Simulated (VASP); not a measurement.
# EuS (Fm-3m) in VASP: notebook

The runs below take EuS through single point, with PBE+U.

Everything below comes from runs of VASP 6.6.1. Logs are shortened: lines on timing, memory, paths and dates and some standing lists are left out, and cuts for length are marked.

### 1 The cell of the first run

The structure is cubic, space group Fm-3m (No. 225). The conventional cell has a = 5.957 Å, b = 5.957 Å, c = 5.957 Å, α = 90.00°, β = 90.00°, γ = 90.00°. Eu (site symmetry m-3m) has 6 S at 2.98 Å within 3.9 Å. Within 3.9 Å of S (site symmetry m-3m) lie 6 Eu at 2.98 Å.

### 2 Single point, PBE+U, collinear spin, ferromagnetic start

Input file INCAR:

```
ALGO = Normal
EDIFF = 1E-6
ENCUT = 600
GGA = PE
GGA_COMPAT = False
ISIF = 2
ISMEAR = 0
ISPIN = 2
LASPH = True
LCHARG = True
LDAU = True
LDAUJ = 0 0
LDAUL = 3 -1
LDAUPRINT = 1
LDAUTYPE = 2
LDAUU = 6 0
LELF = True
LMAXMIX = 6
LORBIT = 11
LREAL = False
LVHAR = True
LWAVE = False
MAGMOM = 7 0
NBANDS = 22
NELM = 200
PREC = Accurate
SIGMA = 0.05
```

Input file KPOINTS:

```
k-points
0
Gamma
  4 4 4
```

Input file POSCAR:

```
EuS
1.0
    0.0000000000      2.9785000000      2.9785000000
    2.9785000000      0.0000000000      2.9785000000
    2.9785000000      2.9785000000      0.0000000000
Eu S
1 1
Direct
    0.0000000000      0.0000000000      0.0000000000
    0.5000000000      0.5000000000      0.5000000000
```

Potentials or basis: VASP PAW PBE potentials, release 64 (Eu, S).

Launch:

```sh
$ cat potpaw_PBE.64/Eu/POTCAR potpaw_PBE.64/S/POTCAR > POTCAR
$ mpirun -np 1 vasp_std > vasp.out
```

OUTCAR:

```text
EDIFF = 1E-6
   ENCUT = 600
   GGA = PE
   ISIF = 2
   ISMEAR = 0
   ISPIN = 2
   LASPH = True
   LORBIT = 11
   LREAL = False
   NELM = 200
   PREC = Accurate

 ion  position               nearest neighbor table
   1  0.000  0.000  0.000-   2 2.98   2 2.98   2 2.98   2 2.98   2 2.98   2 2.98
   2  0.500  0.500  0.500-   1 2.98   1 2.98   1 2.98   1 2.98   1 2.98   1 2.98

  LATTYP: Found a face centered cubic cell.
 ALAT       =     5.9570000000

  Lattice vectors:

 A1 = (   0.0000000000,   2.9785000000,   2.9785000000)
 A2 = (   2.9785000000,   0.0000000000,   2.9785000000)
 A3 = (   2.9785000000,   2.9785000000,   0.0000000000)

Analysis of symmetry for initial positions (statically):
=====================================================================
 Subroutine PRICEL returns:
 Original cell was already a primitive cell.

 Routine SETGRP: Setting up the symmetry group for a
 face centered cubic supercell.

 Subroutine GETGRP returns: Found 48 space group operations
 (whereof 48 operations were pure point group operations)
 out of a pool of 48 trial point group operations.

The static configuration has the point symmetry O_h .

Analysis of symmetry for dynamics (positions and initial velocities):
=====================================================================
 Subroutine PRICEL returns:
 Original cell was already a primitive cell.

 Routine SETGRP: Setting up the symmetry group for a
 face centered cubic supercell.

 Subroutine GETGRP returns: Found 48 space group operations
 (whereof 48 operations were pure point group operations)
 out of a pool of 48 trial point group operations.

The dynamic configuration has the point symmetry O_h .

Analysis of structural, dynamic, and magnetic symmetry:
=====================================================================
 Subroutine PRICEL returns:
 Original cell was already a primitive cell.

 Routine SETGRP: Setting up the symmetry group for a
 face centered cubic supercell.

 Subroutine GETGRP returns: Found 48 space group operations
 (whereof 48 operations were pure point group operations)
 out of a pool of 48 trial point group operations.

The overall configuration has the point symmetry O_h .

 Subroutine INISYM returns: Found 48 space group operations
 (whereof 48 operations are pure point group operations),
 and found     1 'primitive' translations

----------------------------------------------------------------------------------------

                                     Primitive cell

  volume of cell :      52.8473

  direct lattice vectors                    reciprocal lattice vectors
     0.000000000  2.978500000  2.978500000    -0.167869733  0.167869733  0.167869733
     2.978500000  0.000000000  2.978500000     0.167869733 -0.167869733  0.167869733
     2.978500000  2.978500000  0.000000000     0.167869733  0.167869733 -0.167869733

  length of vectors
     4.212235096  4.212235096  4.212235096     0.290758907  0.290758907  0.290758907

  position of ions in fractional coordinates (direct lattice)
     0.000000000  0.000000000  0.000000000
     0.500000000  0.500000000  0.500000000

  ion indices of the primitive-cell ions
   primitive index   ion index
                 1           1
                 2           2

----------------------------------------------------------------------------------------

 KPOINTS: k-points

Automatic generation of k-mesh.
 Grid dimensions read from file:
 generate k-points for:    4    4    4

 Generating k-lattice:

  Cartesian coordinates                     Fractional coordinates (reciprocal lattice)
    -0.041967433  0.041967433  0.041967433     0.250000000  0.000000000  0.000000000
     0.041967433 -0.041967433  0.041967433     0.000000000  0.250000000  0.000000000
[... 55 lines left out ...]
   EFERMI =   0.00;   METHOD = LEGACY
   ISMEAR =     0;   SIGMA  =   0.05  broadening in eV -4-tet -1-fermi 0-gaus
   EFERMI_NEDOS =   21; number of points for ismear=-14 and -15
   IALGO  =     38    algorithm
   IMIX   =      4    mixing-type and parameters
     AMIX     =   0.40;   BMIX     =  1.00
     AMIX_MAG =   1.60;   BMIX_MAG =  1.00
  volume/ion in A,a.u.               =      26.42       178.32
  Fermi-wavevector in a.u.,A,eV,Ry     =   1.240633  2.344456 20.941667  1.539169
  Thomas-Fermi vector in A             =   2.375065
   LORBIT       =     11    0 simple, 1 ext, 2 COOP (PROOUT), +10 PAW based schemes
 LDA+U is selected, type is set to LDAUTYPE =  2
   angular momentum for each species LDAUL =     3   -1
   U (eV)           for each species LDAUU =   6.0  0.0
   J (eV)           for each species LDAUJ =   0.0  0.0
   GGA     = PE    functional components
   LHFCALC =     F    Hartree Fock is set to
   AEXX    =    0.0000 exact exchange contribution
   IVDW    =     0    specifies the selected vdW correction
   LEPSILON=     F    determine dielectric tensor
   LRPA    =     F    only Hartree local field effects (RPA)
 spin polarized calculation
 Gauss-broadening in eV      SIGMA  =   0.05
  energy-cutoff  :      600.00
  volume of cell :       52.85
 maximum number of plane-waves:      1807
 NGX is ok and might be reduce to    36
   NGX = 17   NGY = 17   NGZ = 17

atom =   1  type =  1  l = 3

 onsite density matrix

spin component  1

  0.9755 -0.0000 -0.0007  0.0000 -0.0000  0.0000 -0.0000
 -0.0000  0.9750  0.0000 -0.0000 -0.0000 -0.0000  0.0000
 -0.0007  0.0000  0.9758 -0.0000 -0.0000  0.0000 -0.0000
  0.0000 -0.0000 -0.0000  0.9749  0.0000 -0.0000 -0.0000
 -0.0000 -0.0000 -0.0000  0.0000  0.9758  0.0000  0.0007
  0.0000 -0.0000  0.0000 -0.0000  0.0000  0.9764 -0.0000
 -0.0000  0.0000 -0.0000 -0.0000  0.0007 -0.0000  0.9755

spin component  2

  0.0018  0.0000  0.0009  0.0000  0.0000 -0.0000  0.0000
  0.0000  0.0000 -0.0000 -0.0000 -0.0000  0.0000 -0.0000
  0.0009 -0.0000  0.0014 -0.0000 -0.0000 -0.0000  0.0000
  0.0000 -0.0000 -0.0000  0.0025 -0.0000  0.0000  0.0000
  0.0000 -0.0000 -0.0000 -0.0000  0.0014 -0.0000 -0.0009
 -0.0000  0.0000 -0.0000  0.0000 -0.0000  0.0007 -0.0000
  0.0000 -0.0000  0.0000  0.0000 -0.0009 -0.0000  0.0018

 occupancies and eigenvectors

  o =  0.0000  v =  0.0000  0.0000  0.0000  0.0000  0.0000  0.0000  0.0000  0.0000 -1.0000 -0.0000 -0.0000 -0.0000  0.0000 -0.0000      0.0000  0.0000  0.0000  0.0000  0.0000  0.0000  0.0000  0.0000  0.0000  0.0000  0.0000  0.0000  0.0000  0.0000
  o =  0.0007  v =  0.0000  0.0000  0.0000  0.0000  0.0000  0.0000  0.0000 -0.0003  0.0000  0.0004 -0.0000  0.0008  1.0000  0.0006      0.0000  0.0000  0.0000  0.0000  0.0000  0.0000  0.0000  0.0000  0.0000  0.0000  0.0000  0.0000  0.0000  0.0000
  o =  0.0007  v =  0.0000  0.0000  0.0000  0.0000  0.0000  0.0000  0.0000 -0.0035 -0.0000  0.0045  0.0000  0.7906 -0.0010  0.6124      0.0000  0.0000  0.0000  0.0000  0.0000  0.0000  0.0000  0.0000  0.0000  0.0000  0.0000  0.0000  0.0000  0.0000
  o =  0.0007  v =  0.0000  0.0000  0.0000  0.0000  0.0000  0.0000  0.0000  0.6124  0.0000 -0.7906 -0.0000  0.0045  0.0005  0.0035      0.0000  0.0000  0.0000  0.0000  0.0000  0.0000  0.0000  0.0000  0.0000  0.0000  0.0000  0.0000  0.0000  0.0000
  o =  0.0025  v =  0.0000  0.0000  0.0000  0.0000  0.0000  0.0000  0.0000 -0.0006 -0.0000 -0.0005  1.0000  0.0003  0.0000 -0.0003      0.0000  0.0000  0.0000  0.0000  0.0000  0.0000  0.0000  0.0000  0.0000  0.0000  0.0000  0.0000  0.0000  0.0000
  o =  0.0025  v =  0.0000  0.0000  0.0000  0.0000  0.0000  0.0000  0.0000 -0.7292 -0.0000 -0.5649 -0.0005 -0.2365  0.0000  0.3053      0.0000  0.0000  0.0000  0.0000  0.0000  0.0000  0.0000  0.0000  0.0000  0.0000  0.0000  0.0000  0.0000  0.0000
  o =  0.0025  v =  0.0000  0.0000  0.0000  0.0000  0.0000  0.0000  0.0000 -0.3053  0.0000 -0.2365 -0.0007  0.5649  0.0000 -0.7292      0.0000  0.0000  0.0000  0.0000  0.0000  0.0000  0.0000  0.0000  0.0000  0.0000  0.0000  0.0000  0.0000  0.0000
  o =  0.9749  v =  0.0000 -0.0000  0.0000  0.3603 -0.5713  0.0000  0.7375  0.0000  0.0000  0.0000  0.0000  0.0000  0.0000  0.0000      0.0000  0.0000  0.0000  0.0000  0.0000  0.0000  0.0000  0.0000  0.0000  0.0000  0.0000  0.0000  0.0000  0.0000
  o =  0.9749  v =  0.0000  0.0000 -0.0000 -0.9329 -0.2206 -0.0000  0.2848  0.0000  0.0000  0.0000  0.0000  0.0000  0.0000  0.0000      0.0000  0.0000  0.0000  0.0000  0.0000  0.0000  0.0000  0.0000  0.0000  0.0000  0.0000  0.0000  0.0000  0.0000
  o =  0.9749  v = -0.7906 -0.0000 -0.6124  0.0000 -0.0000  0.0000 -0.0000  0.0000  0.0000  0.0000  0.0000  0.0000  0.0000  0.0000      0.0000  0.0000  0.0000  0.0000  0.0000  0.0000  0.0000  0.0000  0.0000  0.0000  0.0000  0.0000  0.0000  0.0000
  o =  0.9750  v =  0.0000 -1.0000  0.0000 -0.0000 -0.0000 -0.0000 -0.0000  0.0000  0.0000  0.0000  0.0000  0.0000  0.0000  0.0000      0.0000  0.0000  0.0000  0.0000  0.0000  0.0000  0.0000  0.0000  0.0000  0.0000  0.0000  0.0000  0.0000  0.0000
  o =  0.9764  v =  0.0000 -0.0000 -0.0000  0.0000  0.6582  0.5539  0.5098  0.0000  0.0000  0.0000  0.0000  0.0000  0.0000  0.0000      0.0000  0.0000  0.0000  0.0000  0.0000  0.0000  0.0000  0.0000  0.0000  0.0000  0.0000  0.0000  0.0000  0.0000
  o =  0.9764  v =  0.0000  0.0000  0.0000 -0.0000 -0.4379  0.8326 -0.3392  0.0000  0.0000  0.0000  0.0000  0.0000  0.0000  0.0000      0.0000  0.0000  0.0000  0.0000  0.0000  0.0000  0.0000  0.0000  0.0000  0.0000  0.0000  0.0000  0.0000  0.0000
  o =  0.9764  v =  0.6124 -0.0000 -0.7906  0.0000 -0.0000  0.0000 -0.0000  0.0000  0.0000  0.0000  0.0000  0.0000  0.0000  0.0000      0.0000  0.0000  0.0000  0.0000  0.0000  0.0000  0.0000  0.0000  0.0000  0.0000  0.0000  0.0000  0.0000  0.0000

 number of electron      22.9999997 magnetization       6.9999997

 Free energy of the ion-electron system (eV)
  ---------------------------------------------------
  ext. energy  EPLUGINS =         0.00000000
  ---------------------------------------------------
  free energy    TOTEN  =       -19.12739410 eV

  energy without entropy =      -19.12739410  energy(sigma->0) =      -19.12739410

 E-fermi :   3.4519     XC(G=0):  -9.5508

 val. band max:        3.2468302347   @ k =   0.0000   0.0000   0.0000
 cond. band min:       3.6587613825   @ k =   0.5000   0.5000   0.0000
 fundamental gap:      0.4119311478
 Fermi energy:         3.4518795497

 spin component 1

 k-point     1 :       0.0000    0.0000    0.0000
  band No.  band energies     occupation
      1     -36.3862      1.00000
      2     -15.2713      1.00000
      3     -15.2713      1.00000
      4     -15.2713      1.00000
      5      -9.1487      1.00000
      6       1.2679      1.00000
[... 189 lines left out ...]
     21      11.7118      0.00000
     22      12.5378      0.00000
 Fermi energy:         3.4518795497

 spin component 2

 k-point     1 :       0.0000    0.0000    0.0000
  band No.  band energies     occupation
      1     -33.2481      1.00000
      2     -12.9958      1.00000
      3     -12.9958      1.00000
      4     -12.9958      1.00000
      5      -9.1541      1.00000
      6       1.7513      1.00000
[... 189 lines left out ...]
     21      13.1959      0.00000
     22      13.3647      0.00000

------------------------ aborting loop because EDIFF is reached ----------------------------------------

  FORCE on cell =-STRESS in cart. coord.  units (eV):
  Direction    XX          YY          ZZ          XY          YZ          ZX
  --------------------------------------------------------------------------------------
  -------------------------------------------------------------------------------------
  Total        0.4081611      0.4081611      0.4081611      0.0000000      0.0000000     -0.0000000
  in kB       12.3742630     12.3742630     12.3742630      0.0000000      0.0000000     -0.0000000
  external PRESSURE =      12.3742630 kB  Pullay stress =       0.0000000 kB

 VOLUME and BASIS-vectors are now :
 -----------------------------------------------------------------------------
  energy-cutoff  :      600.00
  volume of cell :       52.85
      direct lattice vectors                 reciprocal lattice vectors
     0.000000000  2.978500000  2.978500000    -0.167869733  0.167869733  0.167869733
     2.978500000  0.000000000  2.978500000     0.167869733 -0.167869733  0.167869733
     2.978500000  2.978500000  0.000000000     0.167869733  0.167869733 -0.167869733

 POSITION                                       TOTAL-FORCE (eV/Angst)
 -----------------------------------------------------------------------------------
      0.00000      0.00000      0.00000         0.000000      0.000000      0.000000
      2.97850      2.97850      2.97850         0.000000      0.000000     -0.000000
 -----------------------------------------------------------------------------------
    total drift:                                0.000000      0.000000      0.000000

  FREE ENERGIE OF THE ION-ELECTRON SYSTEM (eV)
  ---------------------------------------------------
  free  energy   TOTEN  =       -19.1273940959 eV

  energy  without entropy=      -19.1273940959  energy(sigma->0) =      -19.12739410

 total charge

# of ion       s       p       d       f       tot
--------------------------------------------------
    1        2.029   5.790   0.242   6.831  14.892
    2        1.316   2.455   0.000   0.000   3.771
--------------------------------------------------
tot          3.345   8.245   0.242   6.831  18.663

 magnetization (x)

# of ion       s       p       d       f       tot
--------------------------------------------------
    1       -0.016  -0.118   0.043   6.812   6.722
    2       -0.006  -0.053   0.000   0.000  -0.059
--------------------------------------------------
tot         -0.022  -0.170   0.043   6.812   6.663
```

It took 39 s on 1 thread of Intel Xeon Platinum 8375C at 2.90GHz (Ice Lake), shared host; peak memory 0.25 GiB.

Results:

| Quantity | Value |
| --- | --- |
| Free energy | -19.1274 eV |
| Pressure | 1.2 GPa |
| Band gap on the k mesh | 0.41 eV, indirect (least direct gap 0.68 eV) |
| Net moment | 7.00 μB per cell |
| Site moments | Eu +6.72; S -0.06 μB |
| Valence electrons inside the program's atomic spheres | Eu 14.89; S 3.77 |

Levels at points of the mesh, in eV from the valence-band top:
Spin up:
```csv
k point,band 12,band 13,band 14,band 15,band 16,band 17,band 18,band 19
"(0.00, 0.00, 0.00)",-0.57,0.00,0.00,0.00,2.04,2.34,2.34,2.34
"(0.50, 0.00, 0.00)",-0.60,-0.60,-0.57,-0.56,4.09,4.52,5.00,5.00
"(0.50, 0.50, 0.00)",-0.62,-0.59,-0.27,-0.27,0.41,4.39,4.46,5.84
```
Spin down:
```tsv
k point	band 4	band 5	band 6	band 7	band 8	band 9	band 10	band 11	band 12	band 13
(0.00, 0.00, 0.00)	-16.24	-12.40	-1.50	-1.50	-1.50	2.47	2.99	2.99	2.99	3.96
(0.50, 0.00, 0.00)	-16.27	-11.36	-4.09	-2.68	-2.68	4.24	5.20	5.97	5.97	7.46
(0.50, 0.50, 0.00)	-16.38	-12.06	-2.66	-1.86	-1.86	0.92	5.06	5.24	6.78	7.26
```

Eigenvalues of the final occupation matrices:
```csv
site,spin,trace,eigenvalues
site 1 f,1,6.83,0.97 0.97 0.97 0.98 0.98 0.98 0.98
site 1 f,2,0.01,0.00 0.00 0.00 0.00 0.00 0.00 0.00
```

Caveat: the k points lie up to 0.46 Å⁻¹ apart; spin-orbit coupling is left out, which moves the levels of the heavy elements; a cell with one magnetic atom can't hold antiferromagnetic order, which such compounds often take. The state reached can hang on the start; a lower one may exist.

### 3 Single point, PBE+U, collinear spin, ferromagnetic start

Input file INCAR:

```
SYSTEM = EuS
PREC = Accurate ; ENCUT = 600
EDIFF = 1E-6 ; ISMEAR = 0
SIGMA = 0.05 ; LREAL = .False.
LASPH = .True. ; NELM = 200
ALGO = Normal ; ISIF = 2
LWAVE = .False. ; LCHARG = .False.
ISPIN = 2 ; MAGMOM = 7 0
LORBIT = 11 ; LMAXMIX = 6
LDAU = .True. ; LDAUTYPE = 2
LDAUL = 3 -1 ; LDAUU = 6 0
LDAUJ = 0 0 ; LDAUPRINT = 1
GGA = PE ; NBANDS = 22
GGA_COMPAT = .False.
```

Input file KPOINTS:

```
regular mesh
0
Gamma
  8 8 8
  0 0 0
```

POSCAR is that of step 2.

Potentials or basis: VASP PAW PBE potentials, release 64 (Eu, S).

Launch:

```sh
$ cat potpaw_PBE.64/Eu/POTCAR potpaw_PBE.64/S/POTCAR > POTCAR
$ mpirun -np 1 vasp_std > vasp.out
```

It took 1.9 min on 1 thread of Intel Xeon Platinum 8375C at 2.90GHz (Ice Lake), shared host; peak memory 0.29 GiB.

The run converged. Its results:

```
Free energy                                           : -19.1422 eV
Pressure                                              : 1.0 GPa
Band gap on the k mesh                                : 0.42 eV, indirect (least direct gap 0.69 eV)
Net moment                                            : 7.00 μB per cell
Site moments                                          : Eu +6.72; S -0.06 μB
Valence electrons inside the program's atomic spheres : Eu 14.89; S 3.77
```

Levels at points of the mesh, in eV from the valence-band top:
Spin up:
| k point | band 13 | band 14 | band 15 | band 16 | band 17 | band 18 |
| --- | --- | --- | --- | --- | --- | --- |
| (0.00, 0.00, 0.00) | 0.00 | 0.00 | 0.00 | 2.04 | 2.35 | 2.35 |
| (0.50, 0.00, 0.00) | -0.60 | -0.58 | -0.57 | 4.10 | 4.53 | 5.01 |
| (0.50, 0.50, 0.00) | -0.59 | -0.27 | -0.27 | 0.42 | 4.40 | 4.46 |
Spin down:
| k point | band 4 | band 5 | band 6 | band 7 | band 8 | band 9 | band 10 | band 11 | band 12 | band 13 |
| --- | --- | --- | --- | --- | --- | --- | --- | --- | --- | --- |
| (0.00, 0.00, 0.00) | -16.23 | -12.40 | -1.49 | -1.49 | -1.49 | 2.49 | 3.00 | 3.00 | 3.00 | 3.97 |
| (0.50, 0.00, 0.00) | -16.27 | -11.37 | -4.08 | -2.67 | -2.67 | 4.25 | 5.21 | 5.99 | 5.99 | 7.47 |
| (0.50, 0.50, 0.00) | -16.37 | -12.07 | -2.65 | -1.86 | -1.86 | 0.94 | 5.07 | 5.25 | 6.79 | 7.28 |

Eigenvalues of the final occupation matrices:
| site | spin | trace | eigenvalues |
| --- | --- | --- | --- |
| site 1 f | 1 | 6.83 | 0.97 0.97 0.97 0.98 0.98 0.98 0.98 |
| site 1 f | 2 | 0.01 | 0.00 0.00 0.00 0.00 0.00 0.00 0.00 |

Caveat: spin-orbit coupling is left out, which moves the levels of the heavy elements; a cell with one magnetic atom can't hold antiferromagnetic order, which such compounds often take.

(Continued in part 2 of 2.)
